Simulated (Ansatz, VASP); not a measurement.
## AlCo in VASP and in Ansatz

```
CELL_PARAMETERS angstrom
3.74919 0.00000 0.00000
-1.87460 3.24690 0.00000
0.00000 0.00000 4.70786
ATOMIC_POSITIONS crystal
Al 0.33333 0.66667 0.25000
Al 0.66667 0.33333 0.75000
Co 0.00000 0.00000 0.50000
Co 0.00000 0.00000 0.00000
```

Change from the starting cell: species swapped into the InCu type (P6_3/mmc, No. 194).

Alike in both runs: functional PBE; k mesh 12 × 12 × 10; occupations gaussian, width 0.1 eV; collinear spin.

Ansatz relaxed the structure, and its values are those at the end. VASP's run is a single point on that final structure, the one shown.

```csv
,VASP,Ansatz
version,VASP 6.6.1,Ansatz 0.2.0
potentials or method,"VASP PAW PBE potentials, release 64 (Al, Co), cutoff 520 eV","scalar-relativistic, plane waves, PAW"
valence electrons in the cell,24,40
```

```tsv
	VASP	Ansatz	Ansatz less VASP
gap on the k mesh at the Fermi level (eV)	none	none	-
pressure (GPa)	-0.2	0.0	+0.21
net moment per atom (μB)	0.33	0.33	+0.001
size of the moment on the site where the two differ most (μB)	0.73	0.74	+0.013
```

Site moments also hang on the region over which each program counts them. A gap of «none» marks a metal or a gap that the smearing closes. The functional is the same, so the differences come from potentials, cutoffs and numerics. VASP's potentials hold 24 valence electrons a cell and Ansatz's 40, so a difference there can come from the potentials and not from the codes.
